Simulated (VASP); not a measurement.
A run of VASP 6.6.1:

File INCAR:

```
ALGO     = Normal         # electronic algorithm
EDIFF    = 1E-6           # SCF threshold, eV
ENCUT    = 520            # plane-wave cutoff, eV
GGA      = PE             # functional
ISIF     = 2              # what is computed and relaxed
ISMEAR   = 0              # smearing method
LASPH    = T              # aspherical terms in the spheres
LCHARG   = F              # write CHGCAR
LREAL    = F              # projectors in reciprocal space
LWAVE    = F              # write WAVECAR
NBANDS   = 22             # bands
NELM     = 60             # most SCF steps
PREC     = Accurate       # precision mode
SIGMA    = 0.1            # smearing width, eV
```

KPOINTS

```
k-points
0
Gamma
  6 6 6
```

The input POSCAR:

```
Li2SiN3
1.0
    2.3893331579      1.3794821431      2.5196283819
   -2.3893331579      1.3794821431      2.5196283819
    0.0000000000     -2.7589642826      2.5196283839
Li Si N
2 1 3
Direct
    0.6451988597      0.6451988597      0.6451988597
    0.3548011403      0.3548011403      0.3548011403
    0.0000000000      0.0000000000      0.0000000000
    0.0000000000      0.5000000000      0.0000000000
    0.5000000000      0.0000000000      0.0000000000
    0.0000000000      0.0000000000      0.5000000000
```

Potentials or basis: VASP PAW PBE potentials, release 64 (Li_sv, Si, N).

The run is started by

```console
$ cat potpaw_PBE.64/Li_sv/POTCAR potpaw_PBE.64/Si/POTCAR potpaw_PBE.64/N/POTCAR > POTCAR
$ mpirun -np 1 vasp_std > vasp.out
```

Hardware: 1 thread of Intel Xeon 8259CL, with other jobs on the host.

Q: Estimate the wall time of this run.

A: Run time: 51 s on 1 thread of Intel Xeon 8259CL, with other jobs on the host, peak memory 0.17 GiB. Counts: scf iterations 12, k points 32.
